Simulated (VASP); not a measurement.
Input of a VASP 6.6.1 run:

File INCAR:

```
SYSTEM = Os
ALGO = Normal
EDIFF = 1E-6
ENCUT = 520
GGA = RP
ISIF = 2
ISMEAR = -1
LASPH = .True.
LCHARG = .False.
LREAL = .False.
LWAVE = .False.
NBANDS = 15
NELM = 100
PREC = Accurate
SIGMA = 0.1
```

KPOINTS

```
k-points
0
Gamma
  11 11 11
  0 0 0
```

The input POSCAR:

```
Os
1.0
    0.0000000000      2.8628156905      2.8628156905
    2.8628156905      0.0000000000      2.8628156905
    2.8628156905      2.8628156905      0.0000000000
Os
2
Direct
    0.1250000000      0.1250000000      0.1250000000
    0.8750000000      0.8750000000      0.8750000000
```

Potentials or basis: VASP PAW PBE potentials, release 64 (Os).

Launch:

```bash
$ cat potpaw_PBE.64/Os/POTCAR > POTCAR
$ mpirun -np 1 vasp_std > vasp.out
```

**Question.** Estimate the pressure.

**Answer.** -13.4 GPa.

**Question.** What does it give for the band gap on the k mesh?

**Answer.** Zero (bands 8 and 9 overlap by 0.89 eV).

Caveat: the cell stands under tension; the PAW data sets were made with another functional, which shifts forces and pressure a little; spin-orbit coupling is left out, which moves the levels of the heavy elements.
